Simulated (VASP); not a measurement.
**Nb2Ga3C3: single point with PBE**

Crystal: Nb2Ga3C3.

```xyz
8
Lattice="5.0921 0.0000 0.0000 0.0000 5.0921 0.0000 0.0000 0.0000 5.0921" Properties=species:S:1:pos:R:3 pbc="T T T"
Nb    2.5461    2.5461    2.5461
Nb    0.0000    0.0000    0.0000
Ga    0.0000    2.5461    2.5461
Ga    2.5461    0.0000    2.5461
Ga    2.5461    2.5461    0.0000
C     2.5461    0.0000    0.0000
C     0.0000    2.5461    0.0000
C     0.0000    0.0000    2.5461
```

```yaml
Program: VASP 6.6.1
Task: single point
Functional: PBE
Potentials_or_basis: VASP PAW PBE potentials, release 64 (Nb_sv, Ga_d, C)
Cutoff: 520 eV
k_mesh: 4 × 4 × 4
Occupations: gaussian, width 0.1 eV
Spin: no spin polarisation
```

```
Pressure : -12.8 GPa
```

Levels at points of the mesh, in eV from the Fermi level:
```tsv
k point	band 35	band 36	band 37	band 38	band 39	band 40	band 41	band 42
(0.00, 0.00, 0.00)	-1.78	-0.61	-0.61	-0.61	-0.06	-0.06	-0.06	0.48
(0.50, 0.00, 0.00)	-1.99	-0.33	-0.33	-0.19	-0.02	0.77	1.14	1.14
(0.50, 0.50, 0.00)	-1.91	-1.00	-0.23	-0.14	0.56	0.56	0.65	0.98
(0.50, 0.50, 0.50)	-1.71	-0.52	-0.52	-0.52	0.30	0.30	0.30	0.35
```

Wall time 72 s on 1 thread of Intel(R) Xeon(R) Platinum 8375C CPU @ 2.90GHz (Ice Lake) (shared host), peak memory 0.26 GiB.
